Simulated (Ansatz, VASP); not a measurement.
# Two plane-wave programs on SiC

```
Si C
1.0
     0.00000    2.17845    2.17845
     2.17845    0.00000    2.17845
     2.17845    2.17845    0.00000
Si C
1 1
Direct
  0.75000 0.75000 0.75000
  0.00000 0.00000 0.00000
```

Alike in both runs: task single point; functional PBEsol; k mesh 10 × 10 × 10; occupations gaussian, width 0.02 eV; no spin polarisation.

|  | VASP | Ansatz |
| --- | --- | --- |
| version | VASP 6.6.1 | Ansatz 0.2.0 |
| potentials or method | VASP PAW PBE potentials, release 64 (Si, C), cutoff 600 eV | scalar-relativistic, plane waves, PAW |
| valence electrons in the cell | 8 | 8 |

|  | VASP | Ansatz | Ansatz less VASP |
| --- | --- | --- | --- |
| gap on the k mesh at the Fermi level (eV) | 1.23 | 1.24 | +0.010 |
| least direct gap on the mesh (eV) | 4.44 | 4.46 | +0.014 |
| pressure (GPa) | 0.2 | 0.0 | -0.23 |

VASP's potentials were made for PBE, not for PBEsol, and Ansatz warns of the same on its side.
